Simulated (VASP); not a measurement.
Wanted: the native input for a VASP 6.6.1 run.

| Quantity | Value |
| --- | --- |
| Task | single point |
| Functional | PBEsol |
| Potentials or basis | VASP PAW PBE potentials, release 64 (Pt) |
| Cutoff | 500 eV |
| k mesh | 7 × 7 × 7 |
| Occupations | fermi-dirac, width 0.1 eV |
| Spin | no spin polarisation |
| Dipole correction | no |
| Further INCAR settings | ALGO = Normal; EDIFF = 1e-06; NBANDS = 11 |

The structure of Pt lies in POSCAR:

```
Pt
1.0
   -1.5600307961      1.5600307961      1.5600307961
    1.5600307961     -1.5600307961      1.5600307961
    1.5600307961      1.5600307961     -1.5600307961
Pt
1
Direct
    0.0000000000      0.0000000000      0.0000000000
```

The input as run:

INCAR

```
PREC = Accurate
ENCUT = 500
EDIFF = 1E-6
ISMEAR = -1
SIGMA = 0.1
LREAL = F
LASPH = T
NELM = 120
ALGO = Normal
ISIF = 2
LWAVE = F
LCHARG = F
GGA = PS
NBANDS = 11
GGA_COMPAT = F
```

KPOINTS

```
Automatic mesh
0
Gamma
  7 7 7
```

Potentials or basis: VASP PAW PBE potentials, release 64 (Pt).

The run is started by

```console
$ cat potpaw_PBE.64/Pt/POTCAR > POTCAR
$ mpirun -np 1 vasp_std > vasp.out
```

Results of the run:

The pressure is -0.8 GPa. The band gap on the k mesh is zero (band 5 reaches 11.38 eV, above the bottom of band 6 at 9.68 eV).

Caveat: the k points lie up to 0.41 Å⁻¹ apart; the PAW data sets were made with another functional, which shifts forces and pressure a little; spin-orbit coupling is left out, which moves the levels of the heavy elements.

It took 1.8 s on 1 thread of Intel(R) Xeon(R) 6975P-C (Granite Rapids) (shared host), peak memory 0.12 GiB.
